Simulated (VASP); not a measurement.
The system is BaTiO3.

```
Ba Ti O
1.0
     4.00600    0.00000    0.00000
     0.00000    4.00600    0.00000
     0.00000    0.00000    4.00600
Ba Ti O
1 1 3
Direct
  0.50000 0.50000 0.50000
  0.00000 0.00000 0.00000
  0.50000 0.00000 0.00000
  0.00000 0.50000 0.00000
  0.00000 0.00000 0.50000
```

Base run:

- Program: VASP 6.6.1
- Functional: PBE
- Potentials or basis: VASP PAW PBE potentials, release 64 (Ba_sv, Ti_sv, O)
- Cutoff: 520 eV
- k mesh: 6 × 6 × 6
- Occupations: gaussian, width 0.01 eV
- Spin: no spin polarisation
- Hubbard terms: Ti d U = 6.0 eV

Its results: band gap on the k mesh 2.48 eV (least direct gap 2.69 eV); pressure 8.2 GPa.

The run is repeated on the same cell with these changes: hubbard terms from Ti d U = 6.0 eV to Ti d U = 2.0 eV. What comes out?

Band gap on the k mesh 1.96 eV (least direct gap 2.13 eV); pressure 5.0 GPa.

Caveats: the cell stands under pressure; spin-orbit coupling is left out, which moves the levels of the heavy elements.

A k mesh can miss the band edges.
